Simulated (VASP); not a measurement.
# Ti4Al in VASP: notebook

The runs below take Ti4Al through single point, with PBE.

Program: VASP 6.6.1. These are calculated values, not measurements. Logs are shortened: lines on timing, memory, paths and dates and some standing lists are left out, and cuts for length are marked.

## (1) The cell of the first run

The cell holds an amorphous packing of atoms, 20 atoms: a = 7.404 Å, b = 7.090 Å, c = 7.031 Å, α = 90.81°, β = 92.14°, γ = 89.83°.

## (2) Single point, PBE

The input, INCAR:

```
SYSTEM = Ti4Al
ALGO = Normal ; EDIFF = 1E-6
ENCUT = 520 ; GGA = PE
ISIF = 2 ; ISMEAR = -1
ISYM = 0 ; LASPH = .TRUE.
LCHARG = .TRUE. ; LELF = .TRUE.
LREAL = Auto ; LVHAR = .TRUE.
LWAVE = .FALSE. ; NBANDS = 118
NELM = 60 ; PREC = Accurate
SIGMA = 0.05
```

The input, KPOINTS:

```
Automatic mesh
0
Gamma
  1 1 1
  0.25 0.25 0.25
```

The input, POSCAR:

```
Ti4Al
1.0
    7.4031320000      0.0101080000     -0.1346870000
    0.0101080000      7.0902150000     -0.0499130000
   -0.1346870000     -0.0499130000      7.0297780000
Ti Al
16 4
Direct
    0.8406614456      1.0081514634      0.3514522126
    0.5148922753      0.9148790699      0.5605520765
    0.3979307944      0.1915149690      0.8535569959
   -0.0184479308      0.3953070024      0.3719905895
    0.6285859217      0.2410426707      0.1789334620
    0.3071259497      0.4686217375      0.1195941308
    0.3613708525      0.4578673467      0.5525347300
    0.9687728001      0.7159868846      0.0743955436
    0.6841632884      0.2647883212      0.5818053259
    0.7375727577      0.9698211605      0.8778459498
    0.8697469973      0.7034118814      0.6177724262
    0.2816042811      0.1326564001      0.3630087201
    0.4043416855      0.8685980878      0.1201946783
    0.0805434224      0.0399650574      0.6606692171
    0.6032132296      0.5613100639      0.8778938182
    0.2430382402      0.7081415564      0.8120833348
    0.9737132977      0.4085453018      0.8504061216
    0.1842396950      0.7663606402      0.4154829712
    0.6630653488      0.6124657415      0.2936519880
    0.0504714096      0.1007875237      0.0531400068
```

Potentials or basis: VASP PAW PBE potentials, release 64 (Ti_sv, Al).

Command:

```bash
$ cat potpaw_PBE.64/Ti_sv/POTCAR potpaw_PBE.64/Al/POTCAR > POTCAR
$ mpirun -np 1 vasp_std > vasp.out
```

OUTCAR:

```text
SYSTEM = Ti4Al
   EDIFF = 1E-6
   ENCUT = 520
   GGA = PE
   ISIF = 2
   ISMEAR = -1
   ISYM = 0
   LASPH = .TRUE.
   LREAL = Auto
   NELM = 60
   PREC = Accurate

 ion  position               nearest neighbor table
   1  0.841  0.008  0.351-   5 2.56   9 2.71  20 2.74  14 2.76  11 2.88  18 3.09  19 3.12
   2  0.515  0.915  0.561-  12 2.68  10 2.75   9 2.78  18 2.82  19 3.06
   3  0.398  0.192  0.854-   6 2.79   5 2.82   7 2.86  14 2.87  20 3.05
   4  0.982  0.395  0.372-  19 2.85   9 2.86  12 2.90  11 2.90  18 3.04  20 3.10
   5  0.629  0.241  0.179-   1 2.56  19 2.75   3 2.82   9 2.85   6 2.89
   6  0.307  0.469  0.120-   3 2.79  16 2.79   5 2.89  15 2.91  19 3.04  17 3.08  18 3.10
   7  0.361  0.458  0.553-  16 2.70  12 2.70  18 2.72   9 2.75   3 2.86
   8  0.969  0.716  0.074-  17 2.67  16 2.79  20 2.80  10 2.82  18 2.85  19 2.89
   9  0.684  0.265  0.582-   1 2.71   7 2.75   2 2.78   5 2.85   4 2.86  17 2.98
  10  0.738  0.970  0.878-  20 2.74   2 2.75  11 2.81   8 2.82
  11  0.870  0.703  0.618-  17 2.76  19 2.77  10 2.81  18 2.81  14 2.86   1 2.88   4 2.90
  12  0.282  0.133  0.363-   2 2.68  13 2.69   7 2.70  14 2.70  20 2.73  18 2.73   4 2.90
  13  0.404  0.869  0.120-  16 2.68  12 2.69  18 2.79  19 2.89  20 3.11
  14  0.081  0.040  0.661-  12 2.70  18 2.71   1 2.76  20 2.80  16 2.84  11 2.86   3 2.87  17 3.03

  15  0.603  0.561  0.878-  16 2.88   6 2.91  19 2.96  17 2.96
  16  0.243  0.708  0.812-  13 2.68   7 2.70   8 2.79   6 2.79  14 2.84  18 2.84  15 2.88  17 2.94

  17  0.974  0.409  0.850-  20 2.67   8 2.67  11 2.76  16 2.94  15 2.96   9 2.98  14 3.03   6 3.08

  18  0.184  0.766  0.415-  14 2.71   7 2.72  12 2.73  13 2.79  11 2.81   2 2.82  16 2.84   8 2.85
                             4 3.04   1 3.09   6 3.10
  19  0.663  0.612  0.294-   5 2.75  11 2.77   4 2.85  13 2.89   8 2.89  15 2.96   6 3.04   2 3.06
                             1 3.12
  20  0.050  0.101  0.053-  17 2.67  12 2.73  10 2.74   1 2.74   8 2.80  14 2.80   3 3.05   4 3.10
                            13 3.11

IMPORTANT INFORMATION: All symmetrisations will be switched off!
NOSYMM: (Re-)initialisation of all symmetry stuff for point group C_1.

----------------------------------------------------------------------------------------

                                     Primitive cell

  volume of cell :     368.8440

  direct lattice vectors                    reciprocal lattice vectors
     7.403132000  0.010108000 -0.134687000     0.135125281 -0.000174422  0.002587694
     0.010108000  7.090215000 -0.049913000    -0.000174422  0.141046722  0.000998122
    -0.134687000 -0.049913000  7.029778000     0.002587694  0.000998122  0.142308669

  length of vectors
     7.404363995  7.090397889  7.031245311     0.135150169  0.141050361  0.142335693

  position of ions in fractional coordinates (direct lattice)
     0.840661446  0.008151463  0.351452213
     0.514892275  0.914879070  0.560552077
     0.397930794  0.191514969  0.853556996
     0.981552069  0.395307002  0.371990590
[... 101 lines left out ...]
   EFERMI =   0.00;   METHOD = LEGACY
   ISMEAR =    -1;   SIGMA  =   0.05  broadening in eV -4-tet -1-fermi 0-gaus
   EFERMI_NEDOS =   21; number of points for ismear=-14 and -15
   IALGO  =     38    algorithm
   IMIX   =      4    mixing-type and parameters
     AMIX     =   0.40;   BMIX     =  1.00
     AMIX_MAG =   1.60;   BMIX_MAG =  1.00
  volume/ion in A,a.u.               =      18.44       124.45
  Fermi-wavevector in a.u.,A,eV,Ry     =   1.343808  2.539429 24.569683  1.805821
  Thomas-Fermi vector in A             =   2.471853
   LORBIT       =      0    0 simple, 1 ext, 2 COOP (PROOUT), +10 PAW based schemes
   GGA     = PE    functional components
   LHFCALC =     F    Hartree Fock is set to
   AEXX    =    0.0000 exact exchange contribution
   IVDW    =     0    specifies the selected vdW correction
   LEPSILON=     F    determine dielectric tensor
   LRPA    =     F    only Hartree local field effects (RPA)
 non-spin polarized calculation
  energy-cutoff  :      520.00
  volume of cell :      368.84
 maximum number of plane-waves:      9923
 NGX is ok and might be reduce to    56
   NGX = 27   NGY = 27   NGZ = 27

 number of electron     204.0000034 magnetization

 Free energy of the ion-electron system (eV)
  ---------------------------------------------------
  ext. energy  EPLUGINS =         0.00000000
  ---------------------------------------------------
  free energy    TOTEN  =      -141.19836284 eV

  energy without entropy =     -140.97442845  energy(sigma->0) =     -141.08639565

 E-fermi :   7.2533     XC(G=0): -10.9060

 val. band max:        7.2119706699   @ k =   0.2500   0.2500   0.2500
 cond. band min:       7.2788316606   @ k =   0.2500   0.2500   0.2500
 fundamental gap:      0.0668609907
 Fermi energy:         7.2533003561

 k-point     1 :       0.2500    0.2500    0.2500
  band No.  band energies     occupation
      1     -49.7171      2.00000
      2     -49.6432      2.00000
      3     -49.5815      2.00000
      4     -49.5670      2.00000
      5     -49.5587      2.00000
      6     -49.5341      2.00000
[... 106 lines left out ...]
    113       8.0752      0.00000
    114       8.1298      0.00000
 [bands above 114 left out]

------------------------ aborting loop because EDIFF is reached ----------------------------------------

  FORCE on cell =-STRESS in cart. coord.  units (eV):
  Direction    XX          YY          ZZ          XY          YZ          ZX
  --------------------------------------------------------------------------------------
  -------------------------------------------------------------------------------------
  Total      -16.6166900    -10.2370316    -12.9159473     -4.9858822      4.3232983      1.9344961
  in kB      -72.1792562    -44.4674196    -56.1040420    -21.6575785     18.7794597      8.4030267
  external PRESSURE =     -57.5835726 kB  Pullay stress =       0.0000000 kB

 VOLUME and BASIS-vectors are now :
 -----------------------------------------------------------------------------
  energy-cutoff  :      520.00
  volume of cell :      368.84
      direct lattice vectors                 reciprocal lattice vectors
     7.403132000  0.010108000 -0.134687000     0.135125281 -0.000174422  0.002587694
     0.010108000  7.090215000 -0.049913000    -0.000174422  0.141046722  0.000998122
    -0.134687000 -0.049913000  7.029778000     0.002587694  0.000998122  0.142308669

 POSITION                                       TOTAL-FORCE (eV/Angst)
 -----------------------------------------------------------------------------------
      6.17627      0.04875      2.35700         0.310412     -1.109026      0.100840
      3.74556      6.46391      3.82554        -0.194590     -0.775475      0.180097
      2.83291      1.31930      5.93716        -0.024651      0.042181     -0.150317
      7.22045      2.79417      2.46308         0.429620     -0.440951      0.226183
      4.63184      1.70647      1.16117        -0.223200      0.363235     -0.560411
      2.26232      3.31976      0.77596        -0.342163      0.103561      0.454556
[... 12 lines left out ...]
      4.87540      4.33456      1.94443        -0.492506      0.301465      0.257131
      0.36751      0.71246      0.36173         0.660950      0.243091      0.176654
 -----------------------------------------------------------------------------------
    total drift:                                0.025603     -0.023712     -0.013940

  FREE ENERGIE OF THE ION-ELECTRON SYSTEM (eV)
  ---------------------------------------------------
  free  energy   TOTEN  =      -141.1983628415 eV

  energy  without entropy=     -140.9744284550  energy(sigma->0) =     -141.08639565
```

It took 85 s on 1 thread of Intel Xeon 6975P-C (Granite Rapids), shared host; peak memory 0.38 GiB.

Results:

* Free energy: -141.1984 eV
* Pressure: -5.8 GPa
* Largest force: 1.156 eV/Å
* Band gap on the k mesh: 0.07 eV

Forces on the atoms (eV/Å):
```
Ti   0.310 -1.109  0.101
Ti  -0.195 -0.775  0.180
Ti  -0.025  0.042 -0.150
Ti   0.430 -0.441  0.226
Ti  -0.223  0.363 -0.560
Ti  -0.342  0.104  0.455
Ti   0.146  0.005 -0.238
Ti  -0.012  0.302  0.065
Ti   0.363  0.480  0.283
Ti  -0.519  0.083 -0.070
Ti  -0.281 -0.160  0.294
Ti   0.033  0.666 -0.373
Ti   0.419  0.368 -0.068
Ti  -0.121  0.495  0.460
Ti  -0.105 -0.125  0.112
Ti  -0.065  0.113 -0.316
Al   0.453 -0.729 -0.438
Al  -0.436 -0.228 -0.396
Al  -0.493  0.301  0.257
Al   0.661  0.243  0.177
```

Levels at points of the mesh, in eV from the valence-band top:
```tsv
k point	band 99	band 100	band 101	band 102	band 103	band 104	band 105	band 106
(0.25, 0.25, 0.25)	-0.20	-0.16	-0.04	0.00	0.07	0.15	0.28	0.30
```

Caveat: the k points lie up to 0.89 Å⁻¹ apart.

## (3) Single point, PBE

The input, INCAR:

```
SYSTEM = Ti4Al
ALGO = Normal
EDIFF = 1E-7
ENCUT = 520
GGA = PE
ISIF = 2
ISMEAR = -1
ISYM = 0
LASPH = .TRUE.
LCHARG = .FALSE.
LREAL = Auto
LWAVE = .FALSE.
NBANDS = 118
NELM = 60
PREC = Accurate
SIGMA = 0.05
```

KPOINTS is that of step 2.

The input, POSCAR:

```
Ti4Al
1.0
    7.4031320000      0.0101080000     -0.1346870000
    0.0101080000      7.0902150000     -0.0499130000
   -0.1346870000     -0.0499130000      7.0297780000
Ti Al
16 4
Direct
    0.8409758498      0.9809998238      0.3431821259
    0.5045938903      0.8839215747      0.5728456026
    0.3976785495      0.2018720767      0.8542496181
   -0.0093772400      0.3914800545      0.3890363183
    0.6297107704      0.2564351086      0.1582186948
    0.2696975224      0.4866197739      0.1290630235
    0.3529153332      0.4581449499      0.5458190140
    0.9587407762      0.7224037913      0.0707460832
    0.6926405442      0.2661410258      0.5747661696
    0.7415015584      0.9902711304      0.8705411499
    0.8539467164      0.6916930576      0.6184999010
    0.2936272286      0.1567302786      0.3559464679
    0.4265482112      0.8769330635      0.0925312092
    0.0736318614      0.0536088355      0.6340720905
    0.5910673712      0.5597464963      0.8885763843
    0.2138537673      0.6971319813      0.7956096581
    0.9957386259      0.3956950970      0.8203922482
    0.1920542298      0.7665968762      0.3931231339
    0.6486025168      0.6216208543      0.2967279036
    0.0765224012      0.1045287231      0.0477552655
```

Potentials or basis: VASP PAW PBE potentials, release 64 (Ti_sv, Al).

Command:

```bash
$ cat potpaw_PBE.64/Ti_sv/POTCAR potpaw_PBE.64/Al/POTCAR > POTCAR
$ mpirun -np 1 vasp_std > vasp.out
```

Wall time 1.7 min (1 thread of Intel Xeon 6975P-C (Granite Rapids), shared host); peak memory 0.37 GiB.

Results (log left out):

| Quantity | Value |
| --- | --- |
| Free energy | -141.3331 eV |
| Pressure | -6.0 GPa |
| Largest force | 1.148 eV/Å |
| Band gap on the k mesh | 0.07 eV |

Forces in eV/Å, atoms in the order of the input:
```
Ti  -0.466  0.359 -0.344
Ti  -0.090  0.466  0.319
Ti  -0.202 -0.023 -0.504
Ti   0.090  0.083 -0.298
Ti  -0.059 -0.026  0.248
Ti   0.623 -0.631 -0.416
Ti   0.420  0.338  0.446
Ti  -0.067 -0.537 -0.341
Ti  -0.188  0.039  0.243
Ti  -0.133 -0.064 -0.104
Ti   0.044  0.240  0.108
Ti   0.668 -0.574 -0.440
Ti  -0.073  0.076 -0.011
Ti   0.376 -0.355  0.894
Ti   0.024  0.150 -0.359
Ti   0.662  0.905  0.246
Al  -0.283 -0.406  0.151
Al  -0.961  0.369  0.021
Al  -0.149 -0.316  0.083
Al  -0.236 -0.092  0.057
```

Stress tensor (GPa, compression positive):
```
-7.65 -1.52  1.59
-1.52 -5.56  1.24
 1.59  1.24 -4.80
```

Levels at points of the mesh, in eV from the valence-band top:
```
           k point  band 99  band 100  band 101  band 102  band 103  band 104  band 105  band 106
(0.25, 0.25, 0.25)    -0.18     -0.11     -0.04      0.00      0.07      0.15      0.27      0.35
```

Caveat: the k points lie up to 0.89 Å⁻¹ apart.
